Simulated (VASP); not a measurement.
# Ag: relaxation of volume and atoms at fixed shape with PBEsol

The system is Ag.

```
Ag
1.0
     0.00000    2.04275    2.04275
     2.04275    0.00000    2.04275
     2.04275    2.04275    0.00000
Ag
1
Direct
  0.00000 0.00000 0.00000
```

| Property | Result |
| --- | --- |
| Program | VASP 6.6.1 |
| Task | relaxation of volume and atoms at fixed shape |
| Functional | PBEsol |
| Potentials or basis | VASP PAW PBE potentials, release 64 (Ag) |
| Cutoff | 600 eV |
| k mesh | 9 × 9 × 9 |
| Occupations | fermi-dirac, width 0.05 eV |
| Spin | no spin polarisation |
| Dipole correction | no |
| Further INCAR settings | ALGO = Normal; EDIFF = 1e-06; IBRION = 2; EDIFFG = -0.03; NSW = 80; ISIF = 8 |

```yaml
Relaxed_volume: 16.60 Å³/atom
Relaxed_cell: a = 2.863 Å, b = 2.863 Å, c = 2.863 Å, α = 60.00°, β = 60.00°, γ = 60.00°
Space_group_after_relaxing_to_0.05_Å: Fm-3m (No. 225)
Energy_gained_by_relaxing: 4.3 meV/atom
Ionic_steps: 3
Pressure_after_relaxing: 0.0 GPa
```

Step by step:
```tsv
step	energy change (eV)	largest force (eV/Å)	pressure (GPa)	volume (Å³)
1	0.0000	0.0000	-2.98	17.05
2	-0.0018	0.0000	2.53	16.28
3	-0.0043	0.0000	-0.01	16.60
```

Final structure:
```
Ag
1.0
     0.00000    2.02473    2.02473
     2.02473    0.00000    2.02473
     2.02473    2.02473    0.00000
Ag
1
Direct
  0.00000 0.00000 0.00000
```

Levels at points of the mesh, in eV from the Fermi level:
| k point | band 2 | band 3 | band 4 | band 5 | band 6 | band 7 | band 8 | band 9 |
| --- | --- | --- | --- | --- | --- | --- | --- | --- |
| (0.00, 0.00, 0.00) | -5.12 | -5.12 | -5.12 | -4.03 | -4.03 | 15.79 | 19.52 | 19.52 |

Wall time 18 s on 1 thread of Intel Xeon 8259CL (shared host), peak memory 0.15 GiB.

Caveat: the PAW data sets were made with another functional, which shifts forces and pressure a little.
